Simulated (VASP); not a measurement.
Wanted: the native input for a VASP 6.6.1 run.

* Task: relaxation of volume and atoms at fixed shape
* Functional: PBEsol
* Potentials or basis: VASP PAW PBE potentials, release 64 (Ta_pv)
* Cutoff: 600 eV
* k mesh: 9 × 9 × 9
* Occupations: gaussian, width 0.05 eV
* Spin: no spin polarisation
* Dipole correction: no
* Further INCAR settings: ALGO = Normal; EDIFF = 1e-06; IBRION = 2; EDIFFG = -0.03; NSW = 80; ISIF = 8

The structure of Ta lies in POSCAR:

```
Ta
1.0
   -1.6512800000      1.6512800000      1.6512800000
    1.6512800000     -1.6512800000      1.6512800000
    1.6512800000      1.6512800000     -1.6512800000
Ta
1
Direct
    0.0000000000      0.0000000000      0.0000000000
```

One way to write it, as run:

INCAR

```
PREC     = Accurate       # precision mode
ENCUT    = 600            # plane-wave cutoff, eV
EDIFF    = 1E-6           # SCF threshold, eV
ISMEAR   = 0              # smearing method
SIGMA    = 0.05           # smearing width, eV
LREAL    = False          # projectors in reciprocal space
LASPH    = True           # aspherical terms in the spheres
NELM     = 80             # most SCF steps
ALGO     = Normal         # electronic algorithm
ISIF     = 8              # what is computed and relaxed
LWAVE    = False          # write WAVECAR
LCHARG   = False          # write CHGCAR
GGA      = PS             # functional
IBRION   = 2              # ionic algorithm
NSW      = 80             # ionic steps
EDIFFG   = -0.03          # ionic threshold
```

KPOINTS

```
regular mesh
0
Gamma
  9 9 9
```

Potentials or basis: VASP PAW PBE potentials, release 64 (Ta_pv).

Launch:

```bash
$ cat potpaw_PBE.64/Ta_pv/POTCAR > POTCAR
$ mpirun -np 1 vasp_std > vasp.out
```

It gave:

```json
{
 "Relaxed volume": "17.61 Å³/atom",
 "Relaxed cell": "a = 2.839 Å, b = 2.839 Å, c = 2.839 Å, α = 109.47°, β = 109.47°, γ = 109.47°",
 "Space group after relaxing (to 0.05 Å)": "Im-3m (No. 229)",
 "Energy gained by relaxing": "5.1 meV/atom",
 "Ionic steps": "3",
 "Pressure after relaxing": "-0.1 GPa"
}
```

Caveat: the PAW data sets were made with another functional, which shifts forces and pressure a little.

Wall time 6.6 s on 1 thread of Intel(R) Xeon(R) 6975P-C (Granite Rapids) (shared host), peak memory 0.15 GiB.
